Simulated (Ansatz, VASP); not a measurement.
## Two plane-wave programs on O

```
O
1.0
     9.00000    0.00000    0.00000
     0.00000    9.50000    0.00000
     0.00000    0.00000   10.00000
O
2
Cartesian
  4.5000 4.7500 4.3950
  4.5000 4.7500 5.6050
```

Alike in both runs: functional PBEsol; k mesh 1 × 1 × 1; occupations fermi-dirac, width 0.02 eV; collinear spin.

Ansatz relaxed the structure, and its values are those at the end. VASP's run is a single point on that final structure, the one shown.

|  | VASP | Ansatz |
| --- | --- | --- |
| version | VASP 6.6.1 | Ansatz 0.2.0 |
| potentials or method | VASP PAW PBE potentials, release 64 (O_h), cutoff 1000 eV | plane waves, PAW |
| valence electrons in the cell | 12 | 12 |

|  | VASP | Ansatz | Ansatz less VASP |
| --- | --- | --- | --- |
| rms of the force components (eV/Å) | 0.122 | 0.000 | -0.1220 |
| net moment per atom (μB) | 1.00 | 1.00 | 0.000 |
| size of the moment on the site where the two differ most (μB) | 0.62 | 0.55 | -0.068 |

VASP's potentials were made for PBE, not for PBEsol. Site moments also hang on the region over which each program counts them. One of these differences is far larger than is usual between the two programs; its cause wasn't traced. The functional is the same, so the differences come from potentials, cutoffs and numerics. Ansatz's warnings: end state compared, stress scf threshold loose.
